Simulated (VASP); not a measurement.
# Ti18H (a cell with a defect): single point with PBEsol

The system is Ti18H (a cell with a defect).

```xyz
19
Lattice="4.3507 -2.5119 -4.5910 -4.3507 -2.5119 -4.5910 0.0000 5.0237 -4.5910" Properties=species:S:1:pos:R:3 pbc="T T T"
Ti   -1.4436   -0.8439   -3.4460
Ti    1.4478   -0.8282   -8.0369
Ti    1.4436   -0.8437   -3.4460
Ti    0.0001    1.6746   -7.9720
Ti    0.0000    1.6746   -3.4655
Ti    0.0000   -3.3491   -8.0956
Ti    2.8915    1.6722   -8.0370
Ti   -1.4478   -0.8283   -8.0370
Ti   -2.8914    1.6722   -8.0370
Ti    0.0000    3.3621   -5.7238
Ti    2.9008   -1.6744   -5.7412
Ti   -1.5104    0.8025  -10.3038
Ti    1.4614    0.8308   -5.7239
Ti   -2.9009   -1.6743   -5.7414
Ti    1.5105    0.8024  -10.3038
Ti    0.0000   -1.6751  -10.3323
Ti   -0.0001   -1.6049   -5.7127
Ti   -1.4615    0.8307   -5.7238
H     0.0001   -3.3491   -6.2124
```

```json
{
 "Program": "VASP 6.6.1",
 "Task": "single point",
 "Functional": "PBEsol",
 "Potentials or basis": "VASP PAW PBE potentials, release 64 (Ti_sv, H)",
 "Cutoff": "450 eV",
 "k mesh": "4 × 4 × 4, shifted",
 "Occupations": "gaussian, width 0.1 eV",
 "Spin": "no spin polarisation"
}
```

| Property | Result |
| --- | --- |
| Pressure | 0.8 GPa |
| Largest force | 0.018 eV/Å |
| Band gap on the k mesh | zero (an odd number of electrons rules out a gap without spin polarisation) |

Forces in eV/Å, atoms in the order of the input:
```
Ti   0.000 -0.002  0.000
Ti   0.000  0.001  0.000
Ti  -0.001 -0.002 -0.001
Ti   0.000  0.000 -0.008
Ti  -0.001  0.001 -0.003
Ti   0.001  0.000 -0.016
Ti  -0.001  0.000  0.000
Ti   0.001  0.002  0.000
Ti   0.002  0.001  0.000
Ti   0.000  0.000 -0.002
Ti   0.001  0.001  0.004
Ti  -0.013 -0.008  0.010
Ti   0.001  0.000 -0.002
Ti  -0.002  0.001  0.006
Ti   0.013 -0.007  0.010
Ti   0.000 -0.001  0.004
Ti   0.000  0.015  0.010
Ti   0.000  0.001 -0.002
H    0.000  0.000 -0.011
```

Stress tensor (GPa, compression positive):
```
0.63 0.00 0.00
0.00 0.63 0.00
0.00 0.00 1.01
```

Levels at points of the mesh, in eV from the Fermi level:
| k point | band 103 | band 104 | band 105 | band 106 | band 107 | band 108 | band 109 | band 110 | band 111 | band 112 |
| --- | --- | --- | --- | --- | --- | --- | --- | --- | --- | --- |
| (0.12, 0.12, 0.12) | -0.66 | -0.58 | -0.58 | -0.58 | 0.07 | 0.08 | 0.14 | 0.14 | 0.39 | 0.45 |

Wall time 27 min on 4 MPI ranks on Intel(R) Xeon(R) Platinum 8259CL CPU @ 2.50GHz (Skylake/Cascade Lake) (shared host), peak memory 1.6 GiB a rank.

Caveat: the PAW data sets were made with another functional, which shifts forces and pressure a little.
